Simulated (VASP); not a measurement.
Write the native input for VASP 6.6.1 that does the following.

```yaml
Task: single point
Functional: PBE
Potentials_or_basis: VASP PAW PBE potentials, release 64 (Sn_d)
Cutoff: 520 eV
k_mesh: 14 × 14 × 8
Occupations: fermi-dirac, width 0.05 eV
Spin: no spin polarisation
Dipole_correction: no
Further_INCAR_settings: ALGO = Normal; EDIFF = 1e-06; NBANDS = 21
```

The structure of Sn lies in POSCAR:

```
Sn
1.0
    3.3463462196      0.0000000000      0.0000000000
   -1.6731731098      2.8980208360      0.0000000000
    0.0000000000      0.0000000000      5.7178598771
Sn
2
Direct
    0.3333333333      0.6666666667      0.2500000000
    0.6666666667      0.3333333333      0.7500000000
```

One way to write it, as run:

INCAR

```
SYSTEM = Sn
ALGO     = Normal         ! electronic algorithm
EDIFF    = 1E-6           ! SCF threshold, eV
ENCUT    = 520            ! plane-wave cutoff, eV
GGA      = PE             ! functional
ISIF     = 2              ! what is computed and relaxed
ISMEAR   = -1             ! smearing method
LASPH    = .True.         ! aspherical terms in the spheres
LCHARG   = .False.        ! write CHGCAR
LREAL    = .False.        ! projectors in reciprocal space
LWAVE    = .False.        ! write WAVECAR
NBANDS   = 21             ! bands
NELM     = 100            ! most SCF steps
PREC     = Accurate       ! precision mode
SIGMA    = 0.05           ! smearing width, eV
```

KPOINTS

```
k-points
0
Gamma
  14 14 8
  0 0 0
```

Potentials or basis: VASP PAW PBE potentials, release 64 (Sn_d).

Launch:

```sh
$ cat potpaw_PBE.64/Sn_d/POTCAR > POTCAR
$ mpirun -np 1 vasp_std > vasp.out
```

It gave:

- Pressure: 0.0 GPa
- Band gap on the k mesh: zero (band 14 reaches 14.04 eV, above the bottom of band 15 at 5.91 eV)

Caveat: spin-orbit coupling is left out, which moves the levels of the heavy elements.

Run time: 54 s on 1 thread of Intel(R) Xeon(R) 6975P-C (Granite Rapids) (shared host), peak memory 0.25 GiB.
